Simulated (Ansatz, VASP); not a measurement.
**Two plane-wave programs on AlGa2As3**

```
Al Ga As
1.0
     4.05910    0.00000    0.00000
    -2.02955    3.51528    0.00000
     0.00000    0.00000    9.93978
Al Ga As
1 2 3
Direct
  0.33333 0.66667 0.66716
  0.00000 0.00000 0.99977
  0.66667 0.33333 0.33327
  0.66667 0.33333 0.08336
  0.33333 0.66667 0.41740
  0.00000 0.00000 0.74904
```

Alike in both runs: functional PBE; k mesh 12 × 12 × 4; occupations gaussian, width 0.02 eV; no spin polarisation.

Ansatz relaxed the structure, and its values are those at the end. VASP's run is a single point on that final structure, the one shown.

|  | VASP | Ansatz |
| --- | --- | --- |
| version | VASP 6.6.1 | Ansatz 0.2.0 |
| potentials or method | VASP PAW PBE potentials, release 64 (Al, Ga_d, As), cutoff 520 eV | scalar-relativistic, plane waves, PAW |
| valence electrons in the cell | 44 | 74 |

VASP gave:

* gap on the k mesh at the Fermi level (eV): 0.53
* least direct gap on the mesh (eV): 0.53
* pressure (GPa): 0.2

What did Ansatz give for the same quantities?

gap on the k mesh at the Fermi level (eV): 0.53; least direct gap on the mesh (eV): 0.53; pressure (GPa): 0.0.

VASP's potentials hold 44 valence electrons a cell and Ansatz's 74, so a difference there can come from the potentials and not from the codes.
